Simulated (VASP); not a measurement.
# KF (I4mm) in VASP: a series of runs

The runs below take KF through single point, with r2SCAN.

All numbers are computed with VASP 6.6.1; they aren't measurements. Logs are shortened: lines on timing, memory, paths and dates and some standing lists are left out, and cuts for length are marked.

**1. The cell of the first run**

The structure is tetragonal, space group I4mm (No. 107). The conventional cell has a = 3.781 Å, b = 3.781 Å, c = 5.347 Å, α = 90.00°, β = 90.00°, γ = 90.00°. Within 2.9 Å of K (site symmetry 4mm) lie 5 F at 2.17 to 2.72 Å. F (site symmetry 4mm) has 5 K at 2.17 to 2.72 Å within 2.9 Å.

**2. Single point, r2SCAN (all F atoms moved -0.500 Å, as atom 2 along Cartesian [1 0 0])**

The input, POSCAR:

```
KF
1.0
    0.0000000000      2.6735000000      2.6735000000
    2.6735000000      0.0000000000      2.6735000000
    2.6735000000      2.6735000000      0.0000000000
K F
1 1
Direct
    0.0000000000      0.0000000000      0.0000000000
    0.5935103797      0.4064896203      0.4064896203
```

The input, INCAR.step1:

```
ALGO = Normal
EDIFF = 1E-4
ENCUT = 520
GGA = PE
ISMEAR = 0
LASPH = True
LCHARG = False
LREAL = False
LWAVE = True
NBANDS = 15
NELM = 80
PREC = Accurate
SIGMA = 0.05
```

The input, INCAR.step2:

```
ALGO = Normal
EDIFF = 1E-7
ENCUT = 520
ISIF = 2
ISMEAR = 0
ISTART = 1
LASPH = True
LCHARG = True
LELF = True
LMIXTAU = True
LREAL = False
LVHAR = True
LWAVE = False
METAGGA = R2SCAN
NBANDS = 15
NELM = 80
PREC = Accurate
SIGMA = 0.05
```

The input, KPOINTS:

```
k-points
0
Gamma
  8 8 8
```

Potentials or basis: VASP PAW PBE potentials, release 64 (K_sv, F).

On the command line:

```console
> cat potpaw_PBE.64/K_sv/POTCAR potpaw_PBE.64/F/POTCAR > POTCAR
> cp INCAR.step1 INCAR
> mpirun -np 1 vasp_std > vasp.out
> cp INCAR.step2 INCAR
> mpirun -np 1 vasp_std > vasp.out
```

OUTCAR:

```text
EDIFF = 1E-7
   ENCUT = 520
   ISIF = 2
   ISMEAR = 0
   ISTART = 1
   LASPH = True
   LREAL = False
   METAGGA = R2SCAN
   NELM = 80
   PREC = Accurate

 ion  position               nearest neighbor table
   1  0.000  0.000  0.000-   2 2.17   2 2.72   2 2.72   2 2.72   2 2.72
   2  0.594  0.406  0.406-   1 2.17   1 2.72   1 2.72   1 2.72   1 2.72

  LATTYP: Found a face centered cubic cell.
 ALAT       =     5.3470000000

  Lattice vectors:

 A1 = (   0.0000000000,   2.6735000000,   2.6735000000)
 A2 = (   2.6735000000,   0.0000000000,   2.6735000000)
 A3 = (   2.6735000000,   2.6735000000,   0.0000000000)

Analysis of symmetry for initial positions (statically):
=====================================================================
 Subroutine PRICEL returns:
 Original cell was already a primitive cell.

 Routine SETGRP: Setting up the symmetry group for a
 face centered cubic supercell.

 Subroutine GETGRP returns: Found  8 space group operations
 (whereof  8 operations were pure point group operations)
 out of a pool of 48 trial point group operations.

The static configuration has the point symmetry C_4v.

Analysis of symmetry for dynamics (positions and initial velocities):
=====================================================================
 Subroutine PRICEL returns:
 Original cell was already a primitive cell.

 Routine SETGRP: Setting up the symmetry group for a
 face centered cubic supercell.

 Subroutine GETGRP returns: Found  8 space group operations
 (whereof  8 operations were pure point group operations)
 out of a pool of 48 trial point group operations.

The dynamic configuration has the point symmetry C_4v.

 Subroutine INISYM returns: Found  8 space group operations
 (whereof  8 operations are pure point group operations),
 and found     1 'primitive' translations

----------------------------------------------------------------------------------------

                                     Primitive cell

  volume of cell :      38.2182

  direct lattice vectors                    reciprocal lattice vectors
     0.000000000  2.673500000  2.673500000    -0.187020759  0.187020759  0.187020759
     2.673500000  0.000000000  2.673500000     0.187020759 -0.187020759  0.187020759
     2.673500000  2.673500000  0.000000000     0.187020759  0.187020759 -0.187020759

  length of vectors
     3.780899959  3.780899959  3.780899959     0.323929457  0.323929457  0.323929457

  position of ions in fractional coordinates (direct lattice)
     0.000000000  0.000000000  0.000000000
     0.593510380  0.406489620  0.406489620

  ion indices of the primitive-cell ions
   primitive index   ion index
                 1           1
                 2           2

----------------------------------------------------------------------------------------

 KPOINTS: k-points

Automatic generation of k-mesh.
 Grid dimensions read from file:
 generate k-points for:    8    8    8

 Generating k-lattice:

  Cartesian coordinates                     Fractional coordinates (reciprocal lattice)
    -0.023377595  0.023377595  0.023377595     0.125000000  0.000000000  0.000000000
     0.023377595 -0.023377595  0.023377595     0.000000000  0.125000000  0.000000000
     0.023377595  0.023377595 -0.023377595     0.000000000  0.000000000  0.125000000

  Length of vectors
     0.040491182  0.040491182  0.040491182

  Shift w.r.t. Gamma in fractional coordinates (k-lattice)
     0.000000000  0.000000000  0.000000000

 Subroutine IBZKPT returns following result:
 ===========================================

 Found     59 irreducible k-points:

 Following reciprocal coordinates:
            Coordinates               Weight
  0.000000  0.000000  0.000000      1.000000
  0.125000  0.000000  0.000000      8.000000
  0.250000  0.000000  0.000000      8.000000
  0.375000  0.000000  0.000000      8.000000
  0.500000  0.000000  0.000000      4.000000
  0.125000  0.125000  0.000000      4.000000
[... 16 lines left out ...]
  0.000000  0.375000  0.250000      8.000000
  0.500000  0.250000  0.000000     16.000000
 [... further k-points ...]
   k-points           NKPTS =     59   k-points in BZ     NKDIM =     59   number of bands    NBANDS=     15
   number of dos      NEDOS =    301   number of ions     NIONS =      2
   total plane-waves  NPLWV =  21952
   dimension x,y,z NGX =    28 NGY =   28 NGZ =   28
   dimension x,y,z NGXF=    56 NGYF=   56 NGZF=   56
   ions per type =               1   1
   NGX,Y,Z   is equivalent  to a cutoff of  12.31, 12.31, 12.31 a.u.
   NGXF,Y,Z  is equivalent  to a cutoff of  24.62, 24.62, 24.62 a.u.
 SYSTEM =  unknown system
   PREC   = accura    normal or accurate (medium, high low for compatibility)
   ISTART =      1    job   : 0-new  1-cont  2-samecut
   ICHARG =      0    charge: 1-file 2-atom 10-const
   ISPIN  =      1    spin polarized calculation?
   LNONCOLLINEAR =      F non collinear calculations
   LSORBIT =      F    spin-orbit coupling
   LASPH  =      T    aspherical Exc in radial PAW
   ENCUT  =  520.0 eV  38.22 Ry    6.18 a.u.   7.03  7.03  7.03*2*pi/ulx,y,z
   NELM   =     80;   NELMIN=  2; NELMDL=  0     # of ELM steps
   EDIFF  = 0.1E-06   stopping-criterion for ELM
   LREAL  =      F    real-space projection
   EDIFFG = 0.1E-05   stopping-criterion for IOM
   NSW    =      0    number of steps for IOM
   IBRION =     -1    ionic relax: 0-MD 1-quasi-New 2-CG
   NFREE  =      0    steps in history (QN), initial steepest desc. (CG)
   ISIF   =      2    stress and relaxation
   ISYM   =      2    0-nonsym 1-usesym 2-fastsym
   POTIM  = 0.5000    time-step for ionic-motion
   TEBEG  =    0.0;   TEEND  =   0.0 temperature during run
   PSTRESS=    0.0 pullay stress
   NELECT =      16.0000    total number of electrons
   NUPDOWN=      -1.0000    fix difference up-down
   EMIN   =  10.00;   EMAX   =-10.00  energy-range for DOS
   EFERMI =   0.00;   METHOD = LEGACY
   ISMEAR =     0;   SIGMA  =   0.05  broadening in eV -4-tet -1-fermi 0-gaus
   EFERMI_NEDOS =   21; number of points for ismear=-14 and -15
   IALGO  =     38    algorithm
   IMIX   =      4    mixing-type and parameters
     AMIX     =   0.40;   BMIX     =  1.00
     AMIX_MAG =   1.60;   BMIX_MAG =  1.00
  volume/ion in A,a.u.               =      19.11       128.95
  Fermi-wavevector in a.u.,A,eV,Ry     =   1.224686  2.314320 20.406766  1.499855
  Thomas-Fermi vector in A             =   2.359751
   LORBIT       =      0    0 simple, 1 ext, 2 COOP (PROOUT), +10 PAW based schemes
   METAGGA = R2SCAN    functional components
   LHFCALC =     F    Hartree Fock is set to
   AEXX    =    0.0000 exact exchange contribution
   IVDW    =     0    specifies the selected vdW correction
   LEPSILON=     F    determine dielectric tensor
   LRPA    =     F    only Hartree local field effects (RPA)
 non-spin polarized calculation
 Gauss-broadening in eV      SIGMA  =   0.05
  energy-cutoff  :      520.00
  volume of cell :       38.22
 maximum number of plane-waves:      1056
   NGX = 13   NGY = 13   NGZ = 13

 number of electron      16.0000001 magnetization

 Free energy of the ion-electron system (eV)
  ---------------------------------------------------
  ext. energy  EPLUGINS =         0.00000000
  ---------------------------------------------------
  free energy    TOTEN  =       -14.62010587 eV

  energy without entropy =      -14.62010587  energy(sigma->0) =      -14.62010587

 E-fermi :  -2.9716     XC(G=0):  -8.8312

 val. band max:       -3.3210019882   @ k =   0.5000   0.3750   0.1250
 cond. band min:       3.3754422823   @ k =   0.0000   0.0000   0.0000
 fundamental gap:      6.6964442704
 Fermi energy:        -2.9716176827

 k-point     1 :       0.0000    0.0000    0.0000
  band No.  band energies     occupation
      1     -30.3584      2.00000
      2     -23.2683      2.00000
      3     -12.8519      2.00000
      4     -12.8143      2.00000
      5     -12.8143      2.00000
      6      -3.5897      2.00000
      7      -3.5897      2.00000
      8      -3.3948      2.00000
      9       3.3754      0.00000
     10       8.2046      0.00000
     11       8.6010      0.00000
     12       8.6010      0.00000
     13      10.0350      0.00000
     14      10.7511      0.00000
     15      13.6797      0.00000

 k-point     2 :       0.1250    0.0000    0.0000
  band No.  band energies     occupation
      1     -30.3427      2.00000
      2     -23.2872      2.00000
      3     -12.9001      2.00000
      4     -12.8233      2.00000
      5     -12.8149      2.00000
      6      -3.6845      2.00000
      7      -3.6144      2.00000
      8      -3.4303      2.00000
      9       3.7942      0.00000
     10       7.9833      0.00000
     11       8.5878      0.00000
     12       8.7074      0.00000
     13      10.2220      0.00000
     14      10.9165      0.00000
     15      14.5234      0.00000

 k-point     3 :       0.2500    0.0000    0.0000
  band No.  band energies     occupation
      1     -30.3043      2.00000
      2     -23.3312      2.00000
      3     -12.9857      2.00000
      4     -12.8467      2.00000
      5     -12.8446      2.00000
      6      -3.8976      2.00000
      7      -3.6751      2.00000
      8      -3.5005      2.00000
      9       4.8442      0.00000
     10       7.4724      0.00000
     11       8.9651      0.00000
     12       9.0277      0.00000
     13      10.6861      0.00000
     14      11.3231      0.00000
     15      15.8658      0.00000
[... 343 lines left out ...]
 k-point    23 :       0.0000    0.3750    0.2500
  band No.  band energies     occupation
      1     -30.2509      2.00000
      2     -23.3865      2.00000
      3     -13.0628      2.00000
      4     -12.9713      2.00000
      5     -12.9675      2.00000
      6      -3.7385      2.00000
      7      -3.5639      2.00000
      8      -3.5517      2.00000
      9       5.8142      0.00000
     10       6.2399      0.00000
     11       9.8249      0.00000
     12      10.3667      0.00000
     13      11.1934      0.00000
     14      11.2036      0.00000
     15      15.6631      0.00000

 k-point    24 :       0.5000    0.2500    0.0000
  band No.  band energies     occupation
      1     -30.2395      2.00000
      2     -23.3660      2.00000
      3     -13.2231      2.00000
      4     -13.0037      2.00000
      5     -12.9260      2.00000
      6      -3.8998      2.00000
      7      -3.7365      2.00000
      8      -3.4685      2.00000
      9       6.5698      0.00000
     10       7.2250      0.00000
     11       8.8545      0.00000
     12      10.5313      0.00000
     13      11.7487      0.00000
     14      12.2170      0.00000
     15      13.4202      0.00000

 [... further k-points ...]

------------------------ aborting loop because EDIFF is reached ----------------------------------------

  FORCE on cell =-STRESS in cart. coord.  units (eV):
  Direction    XX          YY          ZZ          XY          YZ          ZX
  --------------------------------------------------------------------------------------
  -------------------------------------------------------------------------------------
  Total        3.8245566     -0.2641220     -0.2641220      0.0000000     -0.0000000      0.0000000
  in kB      160.3323321    -11.0724702    -11.0724702      0.0000000     -0.0000000      0.0000000
  external PRESSURE =      46.0624639 kB  Pullay stress =       0.0000000 kB

 VOLUME and BASIS-vectors are now :
 -----------------------------------------------------------------------------
  energy-cutoff  :      520.00
  volume of cell :       38.22
      direct lattice vectors                 reciprocal lattice vectors
     0.000000000  2.673500000  2.673500000    -0.187020759  0.187020759  0.187020759
     2.673500000  0.000000000  2.673500000     0.187020759 -0.187020759  0.187020759
     2.673500000  2.673500000  0.000000000     0.187020759  0.187020759 -0.187020759

 POSITION                                       TOTAL-FORCE (eV/Angst)
 -----------------------------------------------------------------------------------
      0.00000      0.00000      0.00000        -2.035736      0.000000      0.000000
      2.17350      2.67350      2.67350         2.035736      0.000000      0.000000
 -----------------------------------------------------------------------------------
    total drift:                               -0.000932      0.000002      0.000002

  FREE ENERGIE OF THE ION-ELECTRON SYSTEM (eV)
  ---------------------------------------------------
  free  energy   TOTEN  =       -14.6201058677 eV

  energy  without entropy=      -14.6201058677  energy(sigma->0) =      -14.62010587
```

It took 4.2 min on 1 thread of Intel Xeon 8259CL, shared host; peak memory 0.18 GiB.

What came out:

```
Free energy            : -14.6201 eV
Pressure               : 4.6 GPa
Largest force          : 2.036 eV/Å
Band gap on the k mesh : 6.70 eV (least direct gap 6.77 eV)
```

Forces on the atoms (eV/Å):
```
K   -2.036  0.000  0.000
F    2.036  0.000  0.000
```

Caveat: the cell differs from its parent crystal (all F atoms moved -0.500 Å, as atom 2 along Cartesian [1 0 0]); the cell stands under pressure; the PAW data sets were made with another functional, which shifts forces and pressure a little.

**3. Single point, r2SCAN (all F atoms moved +0.375 Å, as atom 2 along Cartesian [1 0 0])**

POSCAR: that of step 2 with these lines changed.

```diff
@@ -9,2 +9,2 @@
     0.0000000000      0.0000000000      0.0000000000
-    0.5935103797      0.4064896203      0.4064896203
+    0.4298672153      0.5701327847      0.5701327847
```

The input, INCAR.step1:

```
  ALGO = Normal
  EDIFF = 1E-4
  ENCUT = 520
  GGA = PE
  ISMEAR = 0
  LASPH = True
  LCHARG = False
  LREAL = False
  LWAVE = True
  NBANDS = 15
  NELM = 100
  PREC = Accurate
  SIGMA = 0.05
```

The input, INCAR.step2:

```
  ALGO = Normal
  EDIFF = 1E-6
  ENCUT = 520
  ISIF = 2
  ISMEAR = 0
  ISTART = 1
  LASPH = True
  LCHARG = False
  LMIXTAU = True
  LREAL = False
  LWAVE = False
  METAGGA = R2SCAN
  NBANDS = 15
  NELM = 100
  PREC = Accurate
  SIGMA = 0.05
```

KPOINTS is that of step 2.

Potentials or basis: VASP PAW PBE potentials, release 64 (K_sv, F).

On the command line:

```console
> cat potpaw_PBE.64/K_sv/POTCAR potpaw_PBE.64/F/POTCAR > POTCAR
> cp INCAR.step1 INCAR
> mpirun -np 1 vasp_std > vasp.out
> cp INCAR.step2 INCAR
> mpirun -np 1 vasp_std > vasp.out
```

Run time: 3.7 min. Hardware: 1 thread of Intel Xeon 8259CL, shared host; peak memory 0.18 GiB.

It converged, with:

```
Free energy            : -14.8112 eV
Pressure               : 2.0 GPa
Largest force          : 1.103 eV/Å
Band gap on the k mesh : 6.79 eV (least direct gap 6.81 eV)
```

Forces in eV/Å, atoms in the order of the input:
```
K    1.103  0.000  0.000
F   -1.103  0.000  0.000
```

Stress tensor (GPa, compression positive):
```
 7.91  0.00  0.00
 0.00 -0.93  0.00
 0.00  0.00 -0.93
```

Levels at points of the mesh, in eV from the valence-band top:
```
           k point  band 6  band 7  band 8  band 9  band 10  band 11
(0.00, 0.00, 0.00)   -0.11   -0.11   -0.02    6.79    11.53    11.75
(0.50, 0.00, 0.00)   -0.75   -0.35   -0.27    9.66    11.04    12.97
(0.50, 0.50, 0.00)   -0.23   -0.23    0.00    9.16    10.99    12.47
(0.00, 0.50, 0.50)   -0.08   -0.07   -0.07    8.81    10.66    12.49
```

Caveat: the cell differs from its parent crystal (all F atoms moved +0.375 Å, as atom 2 along Cartesian [1 0 0]); the PAW data sets were made with another functional, which shifts forces and pressure a little. A k mesh can miss the band edges.
